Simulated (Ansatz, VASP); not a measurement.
SrTaBe4: VASP beside Ansatz

```xyz
6
Lattice="4.2549 0.0000 0.0000 0.0000 4.2549 0.0000 0.0000 0.0000 6.8179" Properties=species:S:1:pos:R:3 pbc="T T T"
Sr    0.0000    0.0000    0.0000
Ta    2.1274    2.1274    3.4089
Be    2.1274    0.0000    0.0000
Be    0.0000    2.1274    0.0000
Be    0.0000    0.0000    2.4878
Be    0.0000    0.0000    4.3301
```

Alike in both runs: functional PBE; k mesh 6 × 6 × 4; occupations gaussian, width 0.1 eV; no spin polarisation.

Ansatz relaxed the structure, and its values are those at the end. VASP's run is a single point on that final structure, the one shown.

|  | VASP | Ansatz |
| --- | --- | --- |
| version | VASP 6.6.1 | Ansatz 0.2.0 |
| potentials or method | VASP PAW PBE potentials, release 64 (Sr_sv, Ta_pv, Be), cutoff 520 eV | scalar-relativistic, plane waves, PAW |
| valence electrons in the cell | 29 | 31 |

VASP gave:

- gap on the k mesh at the Fermi level (eV): none
- pressure (GPa): 0.1

What did Ansatz give for the same quantities?

gap on the k mesh at the Fermi level (eV): none; pressure (GPa): 0.0.

A gap of «none» marks a metal or a gap that the smearing closes. VASP's potentials hold 29 valence electrons a cell and Ansatz's 31, so a difference there can come from the potentials and not from the codes.

Neither program's run includes spin-orbit coupling.
